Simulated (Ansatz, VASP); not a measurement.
## One calculation of TaN, two programs

Contents of INCAR:

```
PREC = Accurate
ENCUT = 520
EDIFF = 1E-6
ISMEAR = 0
SIGMA = 0.15
LREAL = False
LASPH = True
NELM = 60
ALGO = Normal
ISIF = 2
LWAVE = False
LCHARG = False
GGA = CA
NBANDS = 15
```

File KPOINTS:

```
Automatic mesh
0
Gamma
  18 18 18
```

File POSCAR:

```
TaN
1.0
    0.0000000000      2.2612401490      2.1742693740
    2.2612401490      0.0000000000      2.1742693740
    2.2612401490      2.2612401490      0.0000000000
Ta N
1 1
Direct
    0.4978193580      0.5021806420      0.5021806420
    0.0281703825     -0.0281703825     -0.0281703825
```

Input for Ansatz:

```yaml
crystal:
  lattice:
    - [0.0, 2.261240149, 2.174269374]
    - [2.261240149, 0.0, 2.174269374]
    - [2.261240149, 2.261240149, 0.0]
  atoms:
    - { symbol: Ta, position: [0.497819358, 0.502180642, 0.502180642] }
    - { symbol: "N", position: [0.0281703825, -0.0281703825, -0.0281703825] }
basis:
  ecutwfc: 520.0
kpoints:
  mp_grid: { grid: [18, 18, 18] }
hamiltonian:
  xc: lda
scf:
  occupations: { method: gaussian, width: 0.15 }
output:
  forces: true
  stress: true
  eigenvalues: true
```

Change from the starting cell: mode 4 frozen in at -0.122 Å, equal normal strain along x and y +0.0400.

Alike in both runs: task single point; functional LDA; k mesh 18 × 18 × 18; occupations gaussian, width 0.15 eV; no spin polarisation.

|  | VASP | Ansatz |
| --- | --- | --- |
| version | VASP 6.6.1 | Ansatz 0.2.0 |
| potentials or method | VASP PAW LDA potentials, release 64 (Ta_pv, N), cutoff 520 eV | scalar-relativistic, plane waves, PAW |
| valence electrons in the cell | 16 | 18 |

Ansatz gave:

```
gap on the k mesh at the Fermi level (eV)                     : none
pressure (GPa)                                                : -21.3
traceless stress, the component that is largest in VASP (GPa) : 10.09
rms of the force components (eV/Å)                            : 0.356
```

Which values does VASP return?

gap on the k mesh at the Fermi level (eV): none; pressure (GPa): -19.8; traceless stress, the component that is largest in VASP (GPa): 10.31; rms of the force components (eV/Å): 0.365.

LDA's correlation is that of Perdew and Zunger in VASP and of Perdew and Wang (1992) in Ansatz. Atom by atom the forces differ by 0.009 eV/Å (rms over components). A gap of «none» marks a metal or a gap that the smearing closes. VASP's potentials hold 16 valence electrons a cell and Ansatz's 18, so a difference there can come from the potentials and not from the codes.

Neither program's run includes spin-orbit coupling.
